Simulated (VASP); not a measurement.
# BN (Qingsongite) (F-43m) in VASP: notebook

The runs below take BN (Qingsongite) through single point, with LDA.

Program: VASP 6.6.1. These are calculated values, not measurements. Logs are shortened: lines on timing, memory, paths and dates and some standing lists are left out, and cuts for length are marked.

### Step 1. The cell of the first run

Symmetry: F-43m, No. 216, cubic system. The conventional cell has a = 3.615 Å, b = 3.615 Å, c = 3.615 Å, α = 90.00°, β = 90.00°, γ = 90.00°. Within 2.1 Å of B (site symmetry -43m) lie 4 N at 1.57 Å. N (site symmetry -43m) has 4 B at 1.57 Å within 2.1 Å.

### Step 2. Single point, LDA

INCAR

```
PREC = Accurate ; ENCUT = 520
EDIFF = 1E-6 ; ISMEAR = -1
SIGMA = 0.05 ; LREAL = F
LASPH = T ; NELM = 60
ALGO = Normal ; ISIF = 2
LWAVE = F ; LCHARG = F
GGA = CA ; NBANDS = 11
```

KPOINTS

```
Automatic mesh
0
Gamma
  8 8 8
```

POSCAR

```
BN
1.0
    0.0000000000      1.8075000000      1.8075000000
    1.8075000000      0.0000000000      1.8075000000
    1.8075000000      1.8075000000      0.0000000000
B N
1 1
Direct
    0.0000000000      0.0000000000      0.0000000000
    0.2500000000      0.2500000000      0.2500000000
```

Potentials or basis: VASP PAW LDA potentials, release 64 (B, N).

On the command line:

```bash
$ cat potpaw_LDA.64/B/POTCAR potpaw_LDA.64/N/POTCAR > POTCAR
$ mpirun -np 1 vasp_std > vasp.out
```

OUTCAR:

```text
PREC = Accurate
   ENCUT = 520
   EDIFF = 1E-6
   ISMEAR = -1
   LREAL = F
   LASPH = T
   NELM = 60
   ISIF = 2
   GGA = CA

 ion  position               nearest neighbor table
   1  0.000  0.000  0.000-   2 1.57   2 1.57   2 1.57   2 1.57
   2  0.250  0.250  0.250-   1 1.57   1 1.57   1 1.57   1 1.57

  LATTYP: Found a face centered cubic cell.
 ALAT       =     3.6150000000

  Lattice vectors:

 A1 = (   0.0000000000,   1.8075000000,   1.8075000000)
 A2 = (   1.8075000000,   0.0000000000,   1.8075000000)
 A3 = (   1.8075000000,   1.8075000000,   0.0000000000)

Analysis of symmetry for initial positions (statically):
=====================================================================
 Subroutine PRICEL returns:
 Original cell was already a primitive cell.

 Routine SETGRP: Setting up the symmetry group for a
 face centered cubic supercell.

 Subroutine GETGRP returns: Found 24 space group operations
 (whereof 24 operations were pure point group operations)
 out of a pool of 48 trial point group operations.

The static configuration has the point symmetry T_d .

Analysis of symmetry for dynamics (positions and initial velocities):
=====================================================================
 Subroutine PRICEL returns:
 Original cell was already a primitive cell.

 Routine SETGRP: Setting up the symmetry group for a
 face centered cubic supercell.

 Subroutine GETGRP returns: Found 24 space group operations
 (whereof 24 operations were pure point group operations)
 out of a pool of 48 trial point group operations.

The dynamic configuration has the point symmetry T_d .

 Subroutine INISYM returns: Found 24 space group operations
 (whereof 24 operations are pure point group operations),
 and found     1 'primitive' translations

----------------------------------------------------------------------------------------

                                     Primitive cell

  volume of cell :      11.8104

  direct lattice vectors                    reciprocal lattice vectors
     0.000000000  1.807500000  1.807500000    -0.276625173  0.276625173  0.276625173
     1.807500000  0.000000000  1.807500000     0.276625173 -0.276625173  0.276625173
     1.807500000  1.807500000  0.000000000     0.276625173  0.276625173 -0.276625173

  length of vectors
[... 85 lines left out ...]
   NSW    =      0    number of steps for IOM
   IBRION =     -1    ionic relax: 0-MD 1-quasi-New 2-CG
   NFREE  =      0    steps in history (QN), initial steepest desc. (CG)
   ISIF   =      2    stress and relaxation
   ISYM   =      2    0-nonsym 1-usesym 2-fastsym
   POTIM  = 0.5000    time-step for ionic-motion
   TEBEG  =    0.0;   TEEND  =   0.0 temperature during run
   PSTRESS=    0.0 pullay stress
   NELECT =       8.0000    total number of electrons
   NUPDOWN=      -1.0000    fix difference up-down
   EMIN   =  10.00;   EMAX   =-10.00  energy-range for DOS
   EFERMI =   0.00;   METHOD = LEGACY
   ISMEAR =    -1;   SIGMA  =   0.05  broadening in eV -4-tet -1-fermi 0-gaus
   EFERMI_NEDOS =   21; number of points for ismear=-14 and -15
   IALGO  =     38    algorithm
   IMIX   =      4    mixing-type and parameters
     AMIX     =   0.40;   BMIX     =  1.00
     AMIX_MAG =   1.60;   BMIX_MAG =  1.00
  volume/ion in A,a.u.               =       5.91        39.85
  Fermi-wavevector in a.u.,A,eV,Ry     =   1.437749  2.716952 28.124920  2.067123
  Thomas-Fermi vector in A             =   2.556793
   LORBIT       =      0    0 simple, 1 ext, 2 COOP (PROOUT), +10 PAW based schemes
   GGA     = CA    functional components
   LHFCALC =     F    Hartree Fock is set to
   AEXX    =    0.0000 exact exchange contribution
   IVDW    =     0    specifies the selected vdW correction
   LEPSILON=     F    determine dielectric tensor
   LRPA    =     F    only Hartree local field effects (RPA)
 non-spin polarized calculation
  energy-cutoff  :      520.00
  volume of cell :       11.81
 maximum number of plane-waves:       332
   NGX =  9   NGY =  9   NGZ =  9

 number of electron       8.0000000 magnetization

 Free energy of the ion-electron system (eV)
  ---------------------------------------------------
  ext. energy  EPLUGINS =         0.00000000
  ---------------------------------------------------
  free energy    TOTEN  =       -19.40430186 eV

  energy without entropy =      -19.40430186  energy(sigma->0) =      -19.40430186

 E-fermi :   8.4843     XC(G=0): -13.1048

 val. band max:        7.3889898108   @ k =   0.0000   0.0000   0.0000
 cond. band min:      11.7324339393   @ k =   0.5000   0.5000   0.0000
 fundamental gap:      4.3434441285
 Fermi energy:         8.4843092994

 k-point     1 :       0.0000    0.0000    0.0000
  band No.  band energies     occupation
      1     -12.6805      2.00000
      2       7.3890      2.00000
      3       7.3890      2.00000
      4       7.3890      2.00000
      5      16.0723      0.00000
      6      16.0723      0.00000
      7      16.0723      0.00000
      8      17.8291      0.00000
      9      31.8787      0.00000
     10      35.1765      0.00000
     11      35.1765      0.00000
[... 309 lines left out ...]
 k-point    24 :      -0.3750    0.2500    0.1250
  band No.  band energies     occupation
      1      -7.6851      2.00000
      2      -2.3281      2.00000
      3       2.5785      2.00000
      4       3.9176      2.00000
      5      16.8134      0.00000
      6      18.5042      0.00000
      7      21.6795      0.00000
      8      22.9981      0.00000
      9      26.5566      0.00000
     10      32.9761      0.00000
     11      34.6326      0.00000

 [... further k-points ...]

------------------------ aborting loop because EDIFF is reached ----------------------------------------

  FORCE on cell =-STRESS in cart. coord.  units (eV):
  Direction    XX          YY          ZZ          XY          YZ          ZX
  --------------------------------------------------------------------------------------
  -------------------------------------------------------------------------------------
  Total       -0.7414866     -0.7414866     -0.7414866     -0.0000000      0.0000000      0.0000000
  in kB     -100.5886462   -100.5886462   -100.5886462     -0.0000000      0.0000000      0.0000000
  external PRESSURE =    -100.5886462 kB  Pullay stress =       0.0000000 kB

 VOLUME and BASIS-vectors are now :
 -----------------------------------------------------------------------------
  energy-cutoff  :      520.00
  volume of cell :       11.81
      direct lattice vectors                 reciprocal lattice vectors
     0.000000000  1.807500000  1.807500000    -0.276625173  0.276625173  0.276625173
     1.807500000  0.000000000  1.807500000     0.276625173 -0.276625173  0.276625173
     1.807500000  1.807500000  0.000000000     0.276625173  0.276625173 -0.276625173

 POSITION                                       TOTAL-FORCE (eV/Angst)
 -----------------------------------------------------------------------------------
      0.00000      0.00000      0.00000         0.000000      0.000000      0.000000
      0.90375      0.90375      0.90375        -0.000000     -0.000000     -0.000000
 -----------------------------------------------------------------------------------
    total drift:                               -0.000000     -0.000000     -0.000000

  FREE ENERGIE OF THE ION-ELECTRON SYSTEM (eV)
  ---------------------------------------------------
  free  energy   TOTEN  =       -19.4043018576 eV

  energy  without entropy=      -19.4043018576  energy(sigma->0) =      -19.40430186
```

OSZICAR:

```text
N       E                     dE             d eps       ncg     rms          rms(c)
DAV:   1     0.802612138764E+01    0.80261E+01   -0.51314E+03   646   0.728E+02
DAV:   2    -0.199626503442E+02   -0.27989E+02   -0.26543E+02   758   0.148E+02
DAV:   3    -0.205342335667E+02   -0.57158E+00   -0.56983E+00   749   0.176E+01
DAV:   4    -0.205348560083E+02   -0.62244E-03   -0.62243E-03   689   0.723E-01
DAV:   5    -0.205348565526E+02   -0.54428E-06   -0.54411E-06   740   0.207E-02    0.650E+00
DAV:   6    -0.195443763303E+02    0.99048E+00   -0.32592E+00   644   0.102E+01    0.308E+00
DAV:   7    -0.194361591646E+02    0.10822E+00   -0.81223E-02   728   0.233E+00    0.177E+00
DAV:   8    -0.194044739887E+02    0.31685E-01   -0.44538E-02   713   0.143E+00    0.176E-01
DAV:   9    -0.194043177831E+02    0.15621E-03   -0.92750E-04   695   0.261E-01    0.822E-02
DAV:  10    -0.194043013752E+02    0.16408E-04   -0.46885E-05   716   0.629E-02    0.144E-02
DAV:  11    -0.194043018576E+02   -0.48233E-06   -0.11783E-06   456   0.770E-03
   1 F= -.19404302E+02 E0= -.19404302E+02  d E =-.412834E-11
```

Wall time 1.8 s (1 thread of Intel Xeon 6975P-C, shared host); peak memory 0.11 GiB.

What came out:

```yaml
Free_energy: -19.4043 eV
Pressure: -10.1 GPa
Band_gap_on_the_k_mesh: 4.34 eV, indirect (least direct gap 8.68 eV)
```

A k mesh can miss the band edges.

### Step 3. Single point, LDA

INCAR

```
SYSTEM = BN
PREC = Accurate
ENCUT = 520
EDIFF = 1E-6
ISMEAR = -1
SIGMA = 0.05
LREAL = .FALSE.
LASPH = .TRUE.
NELM = 80
ALGO = Normal
ISIF = 2
LWAVE = .FALSE.
LCHARG = .FALSE.
GGA = CA
NBANDS = 11
```

KPOINTS

```
Automatic mesh
0
G
  8 8 8
  0 0 0
```

POSCAR is that of step 2.

Potentials or basis: VASP PAW LDA potentials, release 64 (B, N).

On the command line:

```bash
$ cat potpaw_LDA.64/B/POTCAR potpaw_LDA.64/N/POTCAR > POTCAR
$ mpirun -np 1 vasp_std > vasp.out
```

Wall time 1.8 s (1 thread of Intel Xeon 6975P-C, shared host); peak memory 0.11 GiB.

Results (log left out):

* Free energy: -19.4043 eV
* Pressure: -10.1 GPa
* Band gap on the k mesh: 4.34 eV, indirect (least direct gap 8.68 eV)

Levels at points of the mesh, in eV from the valence-band top:
| k point | band 2 | band 3 | band 4 | band 5 | band 6 | band 7 |
| --- | --- | --- | --- | --- | --- | --- |
| (0.00, 0.00, 0.00) | 0.00 | 0.00 | 0.00 | 8.68 | 8.68 | 8.68 |
| (0.50, 0.00, 0.00) | -10.71 | -1.95 | -1.95 | 10.21 | 10.56 | 10.56 |
| (0.50, 0.50, 0.00) | -8.88 | -4.93 | -4.93 | 4.34 | 9.14 | 17.70 |

A k mesh can miss the band edges.
